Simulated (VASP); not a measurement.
# RbBr (Fm-3m) in VASP: a series of runs

Runs on RbBr. Level: PBE. Tasks: single point.

Program: VASP 6.6.1. These are calculated values, not measurements. Logs are shortened: lines on timing, memory, paths and dates and some standing lists are left out, and cuts for length are marked.

### Step 1. The cell of the first run

The structure is cubic, space group Fm-3m (No. 225). The conventional cell has a = 7.017 Å, b = 7.017 Å, c = 7.017 Å, α = 90.00°, β = 90.00°, γ = 90.00°. Within 4.6 Å of Rb (site symmetry m-3m) lie 6 Br at 3.51 Å. Within 4.6 Å of Br (site symmetry m-3m) lie 6 Rb at 3.51 Å.

### Step 2. Single point, PBE

Contents of INCAR:

```
PREC = Accurate ; ENCUT = 500
EDIFF = 1E-6 ; ISMEAR = 0
SIGMA = 0.02 ; LREAL = False
LASPH = True ; NELM = 120
ALGO = Normal ; ISIF = 2
LWAVE = False ; LCHARG = False
GGA = PE ; NBANDS = 15
GGA_COMPAT = False
```

Contents of KPOINTS:

```
regular mesh
0
Gamma
  6 6 6
```

Contents of POSCAR:

```
RbBr
1.0
    0.0000000000      3.5086850674      3.5086850674
    3.5086850674      0.0000000000      3.5086850674
    3.5086850674      3.5086850674      0.0000000000
Rb Br
1 1
Direct
    0.0000000000      0.0000000000      0.0000000000
    0.5000000000      0.5000000000      0.5000000000
```

Potentials or basis: VASP PAW PBE potentials, release 64 (Rb_sv, Br).

Command:

```sh
> cat potpaw_PBE.64/Rb_sv/POTCAR potpaw_PBE.64/Br/POTCAR > POTCAR
> mpirun -np 1 vasp_std > vasp.out
```

OUTCAR:

```text
PREC = Accurate
   ENCUT = 500
   EDIFF = 1E-6
   ISMEAR = 0
   LREAL = False
   LASPH = True
   NELM = 120
   ISIF = 2
   GGA = PE

 ion  position               nearest neighbor table
   1  0.000  0.000  0.000-   2 3.51   2 3.51   2 3.51   2 3.51   2 3.51   2 3.51
   2  0.500  0.500  0.500-   1 3.51   1 3.51   1 3.51   1 3.51   1 3.51   1 3.51

  LATTYP: Found a face centered cubic cell.
 ALAT       =     7.0173701348

  Lattice vectors:

 A1 = (   0.0000000000,   3.5086850674,   3.5086850674)
 A2 = (   3.5086850674,   0.0000000000,   3.5086850674)
 A3 = (   3.5086850674,   3.5086850674,   0.0000000000)

Analysis of symmetry for initial positions (statically):
=====================================================================
 Subroutine PRICEL returns:
 Original cell was already a primitive cell.

 Routine SETGRP: Setting up the symmetry group for a
 face centered cubic supercell.

 Subroutine GETGRP returns: Found 48 space group operations
 (whereof 48 operations were pure point group operations)
 out of a pool of 48 trial point group operations.

The static configuration has the point symmetry O_h .

Analysis of symmetry for dynamics (positions and initial velocities):
=====================================================================
 Subroutine PRICEL returns:
 Original cell was already a primitive cell.

 Routine SETGRP: Setting up the symmetry group for a
 face centered cubic supercell.

 Subroutine GETGRP returns: Found 48 space group operations
 (whereof 48 operations were pure point group operations)
 out of a pool of 48 trial point group operations.

The dynamic configuration has the point symmetry O_h .

 Subroutine INISYM returns: Found 48 space group operations
 (whereof 48 operations are pure point group operations),
 and found     1 'primitive' translations

----------------------------------------------------------------------------------------

                                     Primitive cell

  volume of cell :      86.3899

  direct lattice vectors                    reciprocal lattice vectors
     0.000000000  3.508685067  3.508685067    -0.142503528  0.142503528  0.142503528
     3.508685067  0.000000000  3.508685067     0.142503528 -0.142503528  0.142503528
     3.508685067  3.508685067  0.000000000     0.142503528  0.142503528 -0.142503528

  length of vectors
     4.962030008  4.962030008  4.962030008     0.246823350  0.246823350  0.246823350

  position of ions in fractional coordinates (direct lattice)
     0.000000000  0.000000000  0.000000000
     0.500000000  0.500000000  0.500000000

  ion indices of the primitive-cell ions
   primitive index   ion index
                 1           1
                 2           2

----------------------------------------------------------------------------------------

 KPOINTS: regular mesh

Automatic generation of k-mesh.
 Grid dimensions read from file:
 generate k-points for:    6    6    6

 Generating k-lattice:

  Cartesian coordinates                     Fractional coordinates (reciprocal lattice)
    -0.023750588  0.023750588  0.023750588     0.166666667  0.000000000  0.000000000
     0.023750588 -0.023750588  0.023750588     0.000000000  0.166666667  0.000000000
     0.023750588  0.023750588 -0.023750588     0.000000000  0.000000000  0.166666667

  Length of vectors
     0.041137225  0.041137225  0.041137225

  Shift w.r.t. Gamma in fractional coordinates (k-lattice)
     0.000000000  0.000000000  0.000000000

 Subroutine IBZKPT returns following result:
 ===========================================

 Found     16 irreducible k-points:

 Following reciprocal coordinates:
            Coordinates               Weight
  0.000000  0.000000  0.000000      1.000000
  0.166667  0.000000  0.000000      8.000000
  0.333333  0.000000  0.000000      8.000000
  0.500000  0.000000  0.000000      4.000000
  0.166667  0.166667  0.000000      6.000000
  0.333333  0.166667  0.000000     24.000000
[... 8 lines left out ...]
 -0.333333  0.333333  0.166667     24.000000
 -0.333333  0.500000  0.166667     12.000000
   k-points           NKPTS =     16   k-points in BZ     NKDIM =     16   number of bands    NBANDS=     15
   number of dos      NEDOS =    301   number of ions     NIONS =      2
   total plane-waves  NPLWV =  46656
   dimension x,y,z NGX =    36 NGY =   36 NGZ =   36
   dimension x,y,z NGXF=    72 NGYF=   72 NGZF=   72
   ions per type =               1   1
   NGX,Y,Z   is equivalent  to a cutoff of  12.06, 12.06, 12.06 a.u.
   NGXF,Y,Z  is equivalent  to a cutoff of  24.12, 24.12, 24.12 a.u.
 SYSTEM =  unknown system
   PREC   = accura    normal or accurate (medium, high low for compatibility)
   ISTART =      0    job   : 0-new  1-cont  2-samecut
   ICHARG =      2    charge: 1-file 2-atom 10-const
   ISPIN  =      1    spin polarized calculation?
   LNONCOLLINEAR =      F non collinear calculations
   LSORBIT =      F    spin-orbit coupling
   LASPH  =      T    aspherical Exc in radial PAW
   ENCUT  =  500.0 eV  36.75 Ry    6.06 a.u.   9.05  9.05  9.05*2*pi/ulx,y,z
   NELM   =    120;   NELMIN=  2; NELMDL= -5     # of ELM steps
   EDIFF  = 0.1E-05   stopping-criterion for ELM
   LREAL  =      F    real-space projection
   EDIFFG = 0.1E-04   stopping-criterion for IOM
   NSW    =      0    number of steps for IOM
   IBRION =     -1    ionic relax: 0-MD 1-quasi-New 2-CG
   NFREE  =      0    steps in history (QN), initial steepest desc. (CG)
   ISIF   =      2    stress and relaxation
   ISYM   =      2    0-nonsym 1-usesym 2-fastsym
   POTIM  = 0.5000    time-step for ionic-motion
   TEBEG  =    0.0;   TEEND  =   0.0 temperature during run
   PSTRESS=    0.0 pullay stress
   NELECT =      16.0000    total number of electrons
   NUPDOWN=      -1.0000    fix difference up-down
   EMIN   =  10.00;   EMAX   =-10.00  energy-range for DOS
   EFERMI =   0.00;   METHOD = LEGACY
   ISMEAR =     0;   SIGMA  =   0.02  broadening in eV -4-tet -1-fermi 0-gaus
   EFERMI_NEDOS =   21; number of points for ismear=-14 and -15
   IALGO  =     38    algorithm
   IMIX   =      4    mixing-type and parameters
     AMIX     =   0.40;   BMIX     =  1.00
     AMIX_MAG =   1.60;   BMIX_MAG =  1.00
  volume/ion in A,a.u.               =      43.19       291.49
  Fermi-wavevector in a.u.,A,eV,Ry     =   0.933169  1.763434 11.848020  0.870805
  Thomas-Fermi vector in A             =   2.059843
   LORBIT       =      0    0 simple, 1 ext, 2 COOP (PROOUT), +10 PAW based schemes
   GGA     = PE    functional components
   LHFCALC =     F    Hartree Fock is set to
   AEXX    =    0.0000 exact exchange contribution
   IVDW    =     0    specifies the selected vdW correction
   LEPSILON=     F    determine dielectric tensor
   LRPA    =     F    only Hartree local field effects (RPA)
 non-spin polarized calculation
 Gauss-broadening in eV      SIGMA  =   0.02
  energy-cutoff  :      500.00
  volume of cell :       86.39
 maximum number of plane-waves:      2210
   NGX = 19   NGY = 19   NGZ = 19

 number of electron      16.0000000 magnetization

 Free energy of the ion-electron system (eV)
  ---------------------------------------------------
  ext. energy  EPLUGINS =         0.00000000
  ---------------------------------------------------
  free energy    TOTEN  =        -6.11555458 eV

  energy without entropy =       -6.11555458  energy(sigma->0) =       -6.11555458

 E-fermi :  -1.8404     XC(G=0):  -6.9582

 val. band max:       -2.0053460571   @ k =   0.0000   0.0000   0.0000
 cond. band min:       2.1836214781   @ k =   0.0000   0.0000   0.0000
 fundamental gap:      4.1889675352
 Fermi energy:        -1.8404127545

 k-point     1 :       0.0000    0.0000    0.0000
  band No.  band energies     occupation
      1     -26.5740      2.00000
      2     -14.1204      2.00000
      3     -10.6449      2.00000
      4     -10.6449      2.00000
      5     -10.6449      2.00000
      6      -2.0053      2.00000
      7      -2.0053      2.00000
      8      -2.0053      2.00000
      9       2.1836      0.00000
     10       5.2462      0.00000
     11       5.2462      0.00000
     12       5.2462      0.00000
     13       6.0868      0.00000
     14       6.0868      0.00000
     15       8.8142      0.00000

 k-point     2 :       0.1667    0.0000    0.0000
  band No.  band energies     occupation
      1     -26.5724      2.00000
      2     -14.1275      2.00000
      3     -10.6467      2.00000
      4     -10.6467      2.00000
      5     -10.6373      2.00000
      6      -2.2724      2.00000
      7      -2.0840      2.00000
      8      -2.0839      2.00000
      9       2.7773      0.00000
     10       5.1037      0.00000
     11       5.5521      0.00000
     12       5.5521      0.00000
     13       6.4487      0.00000
     14       6.4487      0.00000
     15       9.7454      0.00000

 k-point     3 :       0.3333    0.0000    0.0000
  band No.  band energies     occupation
      1     -26.5692      2.00000
      2     -14.1416      2.00000
      3     -10.6501      2.00000
      4     -10.6501      2.00000
      5     -10.6221      2.00000
      6      -2.6995      2.00000
      7      -2.2322      2.00000
      8      -2.2322      2.00000
      9       3.9941      0.00000
     10       5.1677      0.00000
     11       6.4006      0.00000
     12       6.4006      0.00000
     13       7.3564      0.00000
     14       7.3564      0.00000
     15       9.1592      0.00000
[... 199 lines left out ...]
 k-point    15 :      -0.3333    0.3333    0.1667
  band No.  band energies     occupation
      1     -26.5662      2.00000
      2     -14.1094      2.00000
      3     -10.7187      2.00000
      4     -10.7130      2.00000
      5     -10.6341      2.00000
      6      -2.5777      2.00000
      7      -2.3271      2.00000
      8      -2.2952      2.00000
      9       4.9124      0.00000
     10       5.1259      0.00000
     11       6.2384      0.00000
     12       6.5258      0.00000
     13       7.9449      0.00000
     14       8.5810      0.00000
     15       8.5925      0.00000

 k-point    16 :      -0.3333    0.5000    0.1667
  band No.  band energies     occupation
      1     -26.5657      2.00000
      2     -14.0909      2.00000
      3     -10.7611      2.00000
      4     -10.7199      2.00000
      5     -10.6502      2.00000
      6      -2.4016      2.00000
      7      -2.3664      2.00000
      8      -2.2548      2.00000
      9       4.3002      0.00000
     10       5.5617      0.00000
     11       5.8022      0.00000
     12       6.6537      0.00000
     13       7.7436      0.00000
     14       8.5716      0.00000
     15       8.9607      0.00000

------------------------ aborting loop because EDIFF is reached ----------------------------------------

  FORCE on cell =-STRESS in cart. coord.  units (eV):
  Direction    XX          YY          ZZ          XY          YZ          ZX
  --------------------------------------------------------------------------------------
  -------------------------------------------------------------------------------------
  Total        0.0079893      0.0079893      0.0079893     -0.0000000      0.0000000     -0.0000000
  in kB        0.1481677      0.1481677      0.1481677     -0.0000000      0.0000000     -0.0000000
  external PRESSURE =       0.1481677 kB  Pullay stress =       0.0000000 kB

 VOLUME and BASIS-vectors are now :
 -----------------------------------------------------------------------------
  energy-cutoff  :      500.00
  volume of cell :       86.39
      direct lattice vectors                 reciprocal lattice vectors
     0.000000000  3.508685067  3.508685067    -0.142503528  0.142503528  0.142503528
     3.508685067  0.000000000  3.508685067     0.142503528 -0.142503528  0.142503528
     3.508685067  3.508685067  0.000000000     0.142503528  0.142503528 -0.142503528

 POSITION                                       TOTAL-FORCE (eV/Angst)
 -----------------------------------------------------------------------------------
      0.00000      0.00000      0.00000         0.000000     -0.000000      0.000000
      3.50869      3.50869      3.50869        -0.000000      0.000000     -0.000000
 -----------------------------------------------------------------------------------
    total drift:                                0.000000      0.000000      0.000000

  FREE ENERGIE OF THE ION-ELECTRON SYSTEM (eV)
  ---------------------------------------------------
  free  energy   TOTEN  =        -6.1155545751 eV

  energy  without entropy=       -6.1155545751  energy(sigma->0) =       -6.11555458
```

Run time: 31 s. Hardware: 1 thread of Intel Xeon 8259CL, shared host; peak memory 0.21 GiB.

What came out:

```yaml
Free_energy: -6.1156 eV
Pressure: 0.0 GPa
Band_gap_on_the_k_mesh: 4.19 eV
```

Levels at points of the mesh, in eV from the valence-band top:
| k point | band 6 | band 7 | band 8 | band 9 | band 10 | band 11 |
| --- | --- | --- | --- | --- | --- | --- |
| (0.00, 0.00, 0.00) | 0.00 | 0.00 | 0.00 | 4.19 | 7.25 | 7.25 |
| (0.50, 0.00, 0.00) | -0.87 | -0.30 | -0.30 | 6.63 | 7.46 | 9.27 |
| (0.50, 0.50, 0.00) | -0.45 | -0.15 | -0.15 | 5.67 | 6.86 | 8.84 |

### Step 3. Single point, PBE

Contents of INCAR:

```
  PREC = Accurate
  ENCUT = 500
  EDIFF = 1E-6
  ISMEAR = 0
  SIGMA = 0.02
  LREAL = F
  LASPH = T
  NELM = 120
  ALGO = Normal
  ISIF = 2
  LWAVE = F
  LCHARG = F
  GGA = PE
  NBANDS = 15
  GGA_COMPAT = F
```

Contents of KPOINTS:

```
Automatic mesh
0
Gamma
  6 6 6
```

Contents of POSCAR:

```
RbBr
1.0
    0.0000000000      3.5086792146      3.5086792146
    3.5086792146      0.0000000000      3.5086792146
    3.5086792146      3.5086792146      0.0000000000
Rb Br
1 1
Direct
    0.0000000000      0.0000000000      0.0000000000
    0.5000000000      0.5000000000      0.5000000000
```

Potentials or basis: VASP PAW PBE potentials, release 64 (Rb_sv, Br).

Command:

```sh
> cat potpaw_PBE.64/Rb_sv/POTCAR potpaw_PBE.64/Br/POTCAR > POTCAR
> mpirun -np 1 vasp_std > vasp.out
```

It took 25 s on 1 thread of Intel Xeon 8259CL, shared host; peak memory 0.2 GiB.

The run converged. Its results:

| Quantity | Value |
| --- | --- |
| Free energy | -6.1156 eV |
| Pressure | 0.0 GPa |
| Band gap on the k mesh | 4.19 eV |

Levels at points of the mesh, in eV from the valence-band top:
```csv
k point,band 6,band 7,band 8,band 9,band 10,band 11
"(0.00, 0.00, 0.00)",0.00,0.00,0.00,4.19,7.25,7.25
"(0.50, 0.00, 0.00)",-0.87,-0.30,-0.30,6.63,7.46,9.27
"(0.50, 0.50, 0.00)",-0.45,-0.15,-0.15,5.67,6.86,8.84
```
